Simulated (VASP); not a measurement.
## TiH: single point with r2SCAN

Crystal: TiH.

```xyz
2
Lattice="0.0000 2.0897 2.0897 2.0897 0.0000 2.0897 2.0897 2.0897 0.0000" Properties=species:S:1:pos:R:3 pbc="T T T"
Ti    0.0000    0.0000    0.0000
H     2.0897    2.0897    2.0897
```

```yaml
Program: VASP 6.6.1
Task: single point
Functional: r2SCAN
Potentials_or_basis: VASP PAW PBE potentials, release 64 (Ti_sv, H)
Cutoff: 520 eV
k_mesh: 20 × 20 × 20
Occupations: gaussian, width 0.15 eV
Spin: no spin polarisation
```

```yaml
Pressure: 0.0 GPa
Band_gap_on_the_k_mesh: zero (an odd number of electrons rules out a gap without spin polarisation)
```

Levels at points of the mesh, in eV from the Fermi level:
```csv
k point,band 2,band 3,band 4,band 5,band 6,band 7,band 8,band 9,band 10,band 11
"(0.00, 0.00, 0.00)",-33.97,-33.97,-33.97,-10.12,0.71,0.71,0.71,2.52,2.52,10.92
"(0.50, 0.00, 0.00)",-34.62,-34.05,-34.05,-5.58,-3.34,0.44,0.44,3.49,3.49,7.46
"(0.50, 0.50, 0.00)",-34.55,-34.19,-34.19,-7.22,-2.02,1.47,3.59,3.74,3.74,6.94
```

Wall time 3.4 min on 1 thread of Intel(R) Xeon(R) Platinum 8259CL CPU @ 2.50GHz (Skylake/Cascade Lake), with other jobs on the host, peak memory 0.2 GiB.

Caveat: the PAW data sets were made with another functional, which shifts forces and pressure a little.
